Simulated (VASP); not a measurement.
# GaN (F-43m) in VASP: further runs

GaN is run at these levels: PBE; tasks: single point.

Everything below comes from runs of VASP 6.6.1. Logs are shortened: lines on timing, memory, paths and dates and some standing lists are left out, and cuts for length are marked.

## 1. The cell of the first run

Symmetry: F-43m, No. 216, cubic system. The conventional cell has a = 4.581 Å, b = 4.581 Å, c = 4.581 Å, α = 90.00°, β = 90.00°, γ = 90.00°. Ga (site symmetry -43m) has 4 N at 1.98 Å within 2.6 Å. Within 2.6 Å of N (site symmetry -43m) lie 4 Ga at 1.98 Å.

## 2. Single point, PBE

INCAR reads:

```
SYSTEM = GaN
  PREC = Accurate
  ENCUT = 520
  EDIFF = 1E-6
  ISMEAR = 1
  SIGMA = 0.02
  LREAL = .False.
  LASPH = .True.
  NELM = 80
  ALGO = Normal
  ISIF = 2
  LWAVE = .False.
  LCHARG = .False.
  GGA = PE
  NBANDS = 16
```

KPOINTS reads:

```
Automatic mesh
0
Gamma
  8 8 8
  0 0 0
```

POSCAR reads:

```
GaN
1.0
    0.0000000000      2.2904502065      2.2904502065
    2.2904502065      0.0000000000      2.2904502065
    2.2904502065      2.2904502065      0.0000000000
Ga N
1 1
Direct
    0.0000000000      0.0000000000      0.0000000000
    0.7500000000      0.7500000000      0.7500000000
```

Potentials or basis: VASP PAW PBE potentials, release 64 (Ga_d, N).

Launch:

```bash
cat potpaw_PBE.64/Ga_d/POTCAR potpaw_PBE.64/N/POTCAR > POTCAR
mpirun -np 1 vasp_std > vasp.out
```

OUTCAR:

```text
SYSTEM = GaN
   PREC = Accurate
   ENCUT = 520
   EDIFF = 1E-6
   ISMEAR = 1
   LREAL = .False.
   LASPH = .True.
   NELM = 80
   ISIF = 2
   GGA = PE

 ion  position               nearest neighbor table
   1  0.000  0.000  0.000-   2 1.98   2 1.98   2 1.98   2 1.98
   2  0.750  0.750  0.750-   1 1.98   1 1.98   1 1.98   1 1.98

  LATTYP: Found a face centered cubic cell.
 ALAT       =     4.5809004130

  Lattice vectors:

 A1 = (   0.0000000000,   2.2904502065,   2.2904502065)
 A2 = (   2.2904502065,   0.0000000000,   2.2904502065)
 A3 = (   2.2904502065,   2.2904502065,   0.0000000000)

Analysis of symmetry for initial positions (statically):
=====================================================================
 Subroutine PRICEL returns:
 Original cell was already a primitive cell.

 Routine SETGRP: Setting up the symmetry group for a
 face centered cubic supercell.

 Subroutine GETGRP returns: Found 24 space group operations
 (whereof 24 operations were pure point group operations)
 out of a pool of 48 trial point group operations.

The static configuration has the point symmetry T_d .

Analysis of symmetry for dynamics (positions and initial velocities):
=====================================================================
 Subroutine PRICEL returns:
 Original cell was already a primitive cell.

 Routine SETGRP: Setting up the symmetry group for a
 face centered cubic supercell.

 Subroutine GETGRP returns: Found 24 space group operations
 (whereof 24 operations were pure point group operations)
 out of a pool of 48 trial point group operations.

The dynamic configuration has the point symmetry T_d .

 Subroutine INISYM returns: Found 24 space group operations
 (whereof 24 operations are pure point group operations),
 and found     1 'primitive' translations

----------------------------------------------------------------------------------------

                                     Primitive cell

  volume of cell :      24.0321

  direct lattice vectors                    reciprocal lattice vectors
     0.000000000  2.290450207  2.290450207    -0.218297695  0.218297695  0.218297695
     2.290450207  0.000000000  2.290450207     0.218297695 -0.218297695  0.218297695
     2.290450207  2.290450207  0.000000000     0.218297695  0.218297695 -0.218297695

  length of vectors
     3.239185746  3.239185746  3.239185746     0.378102698  0.378102698  0.378102698

  position of ions in fractional coordinates (direct lattice)
     0.000000000  0.000000000  0.000000000
     0.750000000  0.750000000  0.750000000

  ion indices of the primitive-cell ions
   primitive index   ion index
                 1           1
                 2           2

----------------------------------------------------------------------------------------

 KPOINTS: Automatic mesh

Automatic generation of k-mesh.
 Grid dimensions read from file:
 generate k-points for:    8    8    8

 Generating k-lattice:

  Cartesian coordinates                     Fractional coordinates (reciprocal lattice)
    -0.027287212  0.027287212  0.027287212     0.125000000  0.000000000  0.000000000
     0.027287212 -0.027287212  0.027287212     0.000000000  0.125000000  0.000000000
     0.027287212  0.027287212 -0.027287212     0.000000000  0.000000000  0.125000000

  Length of vectors
     0.047262837  0.047262837  0.047262837

  Shift w.r.t. Gamma in fractional coordinates (k-lattice)
     0.000000000  0.000000000  0.000000000

 Subroutine IBZKPT returns following result:
 ===========================================

 Found     29 irreducible k-points:

 Following reciprocal coordinates:
            Coordinates               Weight
  0.000000  0.000000  0.000000      1.000000
  0.125000  0.000000  0.000000      8.000000
  0.250000  0.000000  0.000000      8.000000
  0.375000  0.000000  0.000000      8.000000
  0.500000  0.000000  0.000000      4.000000
  0.125000  0.125000  0.000000      6.000000
[... 16 lines left out ...]
  0.500000  0.250000  0.125000     48.000000
 -0.375000  0.250000  0.125000     24.000000
 [... further k-points ...]
   k-points           NKPTS =     29   k-points in BZ     NKDIM =     29   number of bands    NBANDS=     16
   number of dos      NEDOS =    301   number of ions     NIONS =      2
   total plane-waves  NPLWV =  13824
   dimension x,y,z NGX =    24 NGY =   24 NGZ =   24
   dimension x,y,z NGXF=    48 NGYF=   48 NGZF=   48
   ions per type =               1   1
   NGX,Y,Z   is equivalent  to a cutoff of  12.32, 12.32, 12.32 a.u.
   NGXF,Y,Z  is equivalent  to a cutoff of  24.64, 24.64, 24.64 a.u.
 SYSTEM =  GaN
   PREC   = accura    normal or accurate (medium, high low for compatibility)
   ISTART =      0    job   : 0-new  1-cont  2-samecut
   ICHARG =      2    charge: 1-file 2-atom 10-const
   ISPIN  =      1    spin polarized calculation?
   LNONCOLLINEAR =      F non collinear calculations
   LSORBIT =      F    spin-orbit coupling
   LASPH  =      T    aspherical Exc in radial PAW
   ENCUT  =  520.0 eV  38.22 Ry    6.18 a.u.   6.02  6.02  6.02*2*pi/ulx,y,z
   NELM   =     80;   NELMIN=  2; NELMDL= -5     # of ELM steps
   EDIFF  = 0.1E-05   stopping-criterion for ELM
   LREAL  =      F    real-space projection
   EDIFFG = 0.1E-04   stopping-criterion for IOM
   NSW    =      0    number of steps for IOM
   IBRION =     -1    ionic relax: 0-MD 1-quasi-New 2-CG
   NFREE  =      0    steps in history (QN), initial steepest desc. (CG)
   ISIF   =      2    stress and relaxation
   ISYM   =      2    0-nonsym 1-usesym 2-fastsym
   POTIM  = 0.5000    time-step for ionic-motion
   TEBEG  =    0.0;   TEEND  =   0.0 temperature during run
   PSTRESS=    0.0 pullay stress
   NELECT =      18.0000    total number of electrons
   NUPDOWN=      -1.0000    fix difference up-down
   EMIN   =  10.00;   EMAX   =-10.00  energy-range for DOS
   EFERMI =   0.00;   METHOD = LEGACY
   ISMEAR =     1;   SIGMA  =   0.02  broadening in eV -4-tet -1-fermi 0-gaus
   EFERMI_NEDOS =   21; number of points for ismear=-14 and -15
   IALGO  =     38    algorithm
   IMIX   =      4    mixing-type and parameters
     AMIX     =   0.40;   BMIX     =  1.00
     AMIX_MAG =   1.60;   BMIX_MAG =  1.00
  volume/ion in A,a.u.               =      12.02        81.09
  Fermi-wavevector in a.u.,A,eV,Ry     =   1.486739  2.809530 30.074231  2.210394
  Thomas-Fermi vector in A             =   2.599988
   LORBIT       =      0    0 simple, 1 ext, 2 COOP (PROOUT), +10 PAW based schemes
   GGA     = PE    functional components
   LHFCALC =     F    Hartree Fock is set to
   AEXX    =    0.0000 exact exchange contribution
   IVDW    =     0    specifies the selected vdW correction
   LEPSILON=     F    determine dielectric tensor
   LRPA    =     F    only Hartree local field effects (RPA)
 non-spin polarized calculation
 Methfessel and Paxton  Order N= 1 SIGMA  =   0.02
  energy-cutoff  :      520.00
  volume of cell :       24.03
 maximum number of plane-waves:       660
   NGX = 13   NGY = 13   NGZ = 13

 number of electron      17.9999983 magnetization

 Free energy of the ion-electron system (eV)
  ---------------------------------------------------
  ext. energy  EPLUGINS =         0.00000000
  ---------------------------------------------------
  free energy    TOTEN  =       -12.14798745 eV

  energy without entropy =      -12.14799424  energy(sigma->0) =      -12.14798971

 E-fermi :   4.7823     XC(G=0): -11.4082

 val. band max:        4.7654503173   @ k =   0.0000   0.0000   0.0000
 cond. band min:       6.1750749757   @ k =   0.0000   0.0000   0.0000
 fundamental gap:      1.4096246584
 Fermi energy:         4.7822877089

 k-point     1 :       0.0000    0.0000    0.0000
  band No.  band energies     occupation
      1     -10.7641      2.00000
      2      -8.6471      2.00000
      3      -8.6471      2.00000
      4      -8.6471      2.00000
      5      -8.3738      2.00000
      6      -8.3738      2.00000
[... 8 lines left out ...]
     15      23.2515      0.00000
     16      23.2515      0.00000

 k-point     2 :       0.1250    0.0000    0.0000
  band No.  band energies     occupation
      1     -10.6145      2.00000
      2      -8.6293      2.00000
      3      -8.6293      2.00000
      4      -8.5766      2.00000
      5      -8.3751      2.00000
      6      -8.3751      2.00000
[... 8 lines left out ...]
     15      21.7011      0.00000
     16      21.7011      0.00000

 k-point     3 :       0.2500    0.0000    0.0000
  band No.  band energies     occupation
      1     -10.2962      2.00000
      2      -8.5945      2.00000
      3      -8.5945      2.00000
      4      -8.3692      2.00000
      5      -8.3692      2.00000
      6      -8.2602      2.00000
[... 8 lines left out ...]
     15      21.2990      0.00000
     16      21.2990      0.00000

 k-point     4 :       0.3750    0.0000    0.0000
  band No.  band energies     occupation
      1     -10.0774      2.00000
      2      -8.5750      2.00000
      3      -8.5750      2.00000
      4      -8.3469      2.00000
      5      -8.3469      2.00000
      6      -7.5897      2.00000
[... 8 lines left out ...]
     15      22.5850      0.00000
     16      22.5850      0.00000

 k-point     5 :       0.5000    0.0000    0.0000
  band No.  band energies     occupation
      1     -10.0190      2.00000
      2      -8.5716      2.00000
      3      -8.5716      2.00000
      4      -8.3326      2.00000
      5      -8.3326      2.00000
      6      -7.1208      2.00000
[... 8 lines left out ...]
     15      23.8503      0.00000
     16      23.8503      0.00000

 k-point     6 :       0.1250    0.1250    0.0000
  band No.  band energies     occupation
      1     -10.5660      2.00000
      2      -8.6125      2.00000
      3      -8.6125      2.00000
      4      -8.5772      2.00000
      5      -8.3842      2.00000
      6      -8.3640      2.00000
[... 8 lines left out ...]
     15      23.6812      0.00000
     16      24.2946      0.00000

 k-point     7 :       0.2500    0.1250    0.0000
  band No.  band energies     occupation
      1     -10.3096      2.00000
      2      -8.5880      2.00000
      3      -8.5737      2.00000
      4      -8.4419      2.00000
      5      -8.3534      2.00000
      6      -8.2893      2.00000
[... 8 lines left out ...]
     15      23.1532      0.00000
     16      23.4412      0.00000

 k-point     8 :       0.3750    0.1250    0.0000
  band No.  band energies     occupation
      1     -10.0786      2.00000
      2      -8.5707      2.00000
      3      -8.5479      2.00000
      4      -8.4035      2.00000
      5      -8.3366      2.00000
      6      -7.7166      2.00000
[... 8 lines left out ...]
     15      22.5394      0.00000
     16      23.9169      0.00000

 k-point     9 :       0.5000    0.1250    0.0000
  band No.  band energies     occupation
      1      -9.9913      2.00000
      2      -8.5680      2.00000
      3      -8.5435      2.00000
      4      -8.3672      2.00000
      5      -8.3313      2.00000
      6      -7.0750      2.00000
[... 8 lines left out ...]
     15      22.9709      0.00000
     16      24.2150      0.00000
[... 172 lines left out ...]
 k-point    19 :       0.5000    0.3750    0.0000
  band No.  band energies     occupation
      1      -9.8993      2.00000
      2      -8.5487      2.00000
      3      -8.4178      2.00000
      4      -8.4093      2.00000
      5      -8.3163      2.00000
      6      -6.7813      2.00000
[... 8 lines left out ...]
     15      26.2310      0.00000
     16      27.4004      0.00000

 k-point    20 :      -0.3750    0.3750    0.0000
  band No.  band energies     occupation
      1      -9.8948      2.00000
      2      -8.5423      2.00000
      3      -8.4267      2.00000
      4      -8.4258      2.00000
      5      -8.3396      2.00000
      6      -6.5575      2.00000
[... 8 lines left out ...]
     15      24.8321      0.00000
     16      26.8657      0.00000

 k-point    21 :       0.5000    0.5000    0.0000
  band No.  band energies     occupation
      1      -9.8892      2.00000
      2      -8.5666      2.00000
      3      -8.3863      2.00000
      4      -8.3863      2.00000
      5      -8.3069      2.00000
      6      -6.6895      2.00000
[... 8 lines left out ...]
     15      25.6846      0.00000
     16      28.9413      0.00000

 k-point    22 :       0.3750    0.2500    0.1250
  band No.  band energies     occupation
      1     -10.1101      2.00000
      2      -8.5558      2.00000
      3      -8.5396      2.00000
      4      -8.4371      2.00000
      5      -8.3478      2.00000
      6      -7.9072      2.00000
[... 8 lines left out ...]
     15      23.4245      0.00000
     16      25.4406      0.00000

 k-point    23 :       0.5000    0.2500    0.1250
  band No.  band energies     occupation
      1      -9.9780      2.00000
      2      -8.5518      2.00000
      3      -8.5126      2.00000
      4      -8.4112      2.00000
      5      -8.3428      2.00000
      6      -7.2365      2.00000
[... 8 lines left out ...]
     15      23.4683      0.00000
     16      25.2832      0.00000

 k-point    24 :      -0.3750    0.2500    0.1250
  band No.  band energies     occupation
      1      -9.9410      2.00000
      2      -8.5564      2.00000
      3      -8.5031      2.00000
      4      -8.3889      2.00000
      5      -8.3445      2.00000
      6      -6.8243      2.00000
[... 8 lines left out ...]
     15      23.1004      0.00000
     16      25.2349      0.00000

 [... further k-points ...]

------------------------ aborting loop because EDIFF is reached ----------------------------------------

  FORCE on cell =-STRESS in cart. coord.  units (eV):
  Direction    XX          YY          ZZ          XY          YZ          ZX
  --------------------------------------------------------------------------------------
  -------------------------------------------------------------------------------------
  Total       -0.5057735     -0.5057735     -0.5057735      0.0000000     -0.0000000      0.0000000
  in kB      -33.7189506    -33.7189506    -33.7189506      0.0000000     -0.0000000      0.0000000
  external PRESSURE =     -33.7189506 kB  Pullay stress =       0.0000000 kB

 VOLUME and BASIS-vectors are now :
 -----------------------------------------------------------------------------
  energy-cutoff  :      520.00
  volume of cell :       24.03
      direct lattice vectors                 reciprocal lattice vectors
     0.000000000  2.290450207  2.290450207    -0.218297695  0.218297695  0.218297695
     2.290450207  0.000000000  2.290450207     0.218297695 -0.218297695  0.218297695
     2.290450207  2.290450207  0.000000000     0.218297695  0.218297695 -0.218297695

 POSITION                                       TOTAL-FORCE (eV/Angst)
 -----------------------------------------------------------------------------------
      0.00000      0.00000      0.00000         0.000000      0.000000      0.000000
      3.43568      3.43568      3.43568        -0.000000     -0.000000     -0.000000
 -----------------------------------------------------------------------------------
    total drift:                               -0.000002     -0.000002     -0.000001

  FREE ENERGIE OF THE ION-ELECTRON SYSTEM (eV)
  ---------------------------------------------------
  free  energy   TOTEN  =       -12.1479874480 eV

  energy  without entropy=      -12.1479942424  energy(sigma->0) =      -12.14798971
```

Wall time 8.3 s (1 thread of Intel Xeon Platinum 8259CL at 2.50GHz (Skylake/Cascade Lake), shared host); peak memory 0.14 GiB.

Results:

```
Free energy            : -12.1480 eV
Pressure               : -3.4 GPa
Band gap on the k mesh : 1.41 eV, direct
```

Levels at points of the mesh, in eV from the valence-band top:
| k point | band 5 | band 6 | band 7 | band 8 | band 9 | band 10 | band 11 | band 12 | band 13 | band 14 |
| --- | --- | --- | --- | --- | --- | --- | --- | --- | --- | --- |
| (0.00, 0.00, 0.00) | -13.14 | -13.14 | 0.00 | 0.00 | 0.00 | 1.41 | 10.00 | 10.00 | 10.00 | 16.95 |
| (0.50, 0.00, 0.00) | -13.10 | -11.89 | -6.73 | -0.91 | -0.91 | 4.31 | 8.48 | 10.11 | 10.11 | 15.23 |
| (0.50, 0.50, 0.00) | -13.07 | -11.46 | -5.93 | -2.54 | -2.54 | 3.34 | 6.37 | 11.37 | 13.45 | 13.45 |

As with any semilocal functional, this PBE gap is likely too small.

[end of part 1 of 2]
